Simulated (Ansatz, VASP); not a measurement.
# InGaTe3: VASP beside Ansatz

INCAR

```
SYSTEM = InGaTe3
PREC = Accurate
ENCUT = 520
EDIFF = 1E-6
ISMEAR = 0
SIGMA = 0.1
LREAL = .FALSE.
LASPH = .TRUE.
NELM = 100
ALGO = Normal
ISIF = 2
LWAVE = .FALSE.
LCHARG = .FALSE.
GGA = PE
NBANDS = 30
```

Contents of KPOINTS:

```
regular mesh
0
G
  4 4 4
  0 0 0
```

Contents of POSCAR:

```
InGaTe3
1.0
    5.6488726200      0.0000000000      0.0000000000
    0.0000000000      5.6488726200      0.0000000000
    0.0000000000      0.0000000000      5.6488726200
In Ga Te
1 1 3
Direct
    0.5000000000      0.5000000000      0.5000000000
    0.0000000000      0.0000000000      0.0000000000
    0.5000000000      0.0000000000      0.0000000000
    0.0000000000      0.5000000000      0.0000000000
    0.0000000000      0.0000000000      0.5000000000
```

Input for Ansatz:

```yaml
crystal:
  lattice:
    - [5.64887262, 0.0, 0.0]
    - [0.0, 5.64887262, 0.0]
    - [0.0, 0.0, 5.64887262]
  atoms:
    - { symbol: In, position: [0.5, 0.5, 0.5] }
    - { symbol: Ga, position: [0.0, 0.0, 0.0] }
    - { symbol: Te, position: [0.5, 0.0, 0.0] }
    - { symbol: Te, position: [0.0, 0.5, 0.0] }
    - { symbol: Te, position: [0.0, 0.0, 0.5] }
basis:
  ecutwfc: 420
kpoints:
  mp_grid: { grid: [4, 4, 4] }
hamiltonian:
  xc: pbe
scf:
  occupations: { method: gaussian, width: 0.1 }
  lower_state_search: "off"
output:
  forces: true
  stress: true
  eigenvalues: true
```

Alike in both runs: task single point; functional PBE; k mesh 4 × 4 × 4; occupations gaussian, width 0.1 eV; no spin polarisation.

|  | VASP | Ansatz |
| --- | --- | --- |
| version | VASP 6.6.1 | Ansatz 0.2.0 |
| potentials or method | VASP PAW PBE potentials, release 64 (In_d, Ga_d, Te), cutoff 520 eV | scalar-relativistic, plane waves, PAW |
| valence electrons in the cell | 44 | 74 |

```tsv
	VASP	Ansatz	Ansatz less VASP
gap on the k mesh at the Fermi level (eV)	none	none	-
pressure (GPa)	-2.3	-2.3	0.00
```

A gap of «none» marks a metal or a gap that the smearing closes. VASP's potentials hold 44 valence electrons a cell and Ansatz's 74, so a difference there can come from the potentials and not from the codes.

Spin-orbit coupling is off throughout.
